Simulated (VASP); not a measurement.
P: single point with PBEsol

The system is P, a slab with vacuum.

```
P
1.0
     3.23447    0.00000    0.00000
     0.00000   34.33418    0.00000
     0.00000    0.00000    4.56260
P
4
Direct
  0.00000 0.97026 0.59215
  0.00000 0.02974 0.40785
  0.50000 0.02974 0.09215
  0.50000 0.97026 0.90785
```

This cell differs from its parent crystal: strain -0.015 along x and y, -0.015 along z.

- Program: VASP 6.6.1
- Task: single point
- Functional: PBEsol
- Potentials or basis: VASP PAW PBE potentials, release 64 (P)
- Cutoff: 520 eV
- k mesh: 8 × 1 × 6
- Occupations: gaussian, width 0.05 eV
- Spin: no spin polarisation
- Dipole correction: no
- Further INCAR settings: ALGO = Normal; EDIFF = 1e-06; NBANDS = 18

* Largest force: 0.640 eV/Å
* Band gap on the k mesh: 0.87 eV, indirect (least direct gap 0.87 eV)

Forces on the atoms (eV/Å):
```
P    0.000 -0.367 -0.525
P    0.000  0.367  0.525
P    0.000  0.367 -0.525
P    0.000 -0.367  0.525
```

Levels at points of the mesh, in eV from the valence-band top:
| k point | band 8 | band 9 | band 10 | band 11 | band 12 | band 13 |
| --- | --- | --- | --- | --- | --- | --- |
| (0.00, 0.00, 0.00) | -1.90 | -1.77 | -0.01 | 0.87 | 1.47 | 2.73 |
| (0.50, 0.00, 0.00) | -2.85 | -2.09 | -2.09 | 1.15 | 1.15 | 2.17 |
| (0.00, 0.00, 0.50) | -2.76 | -1.43 | -1.43 | 2.14 | 2.14 | 3.80 |
| (0.50, 0.00, 0.50) | -4.74 | -1.11 | -1.11 | 2.32 | 2.32 | 3.84 |

Wall time 5.3 min on 1 thread of Oxide Virtual Turin-like Processor, on a shared host, peak memory 0.5 GiB.

Caveat: the cell differs from its parent crystal (strain -0.015 along x and y, -0.015 along z); the PAW data sets were made with another functional, which shifts forces and pressure a little.
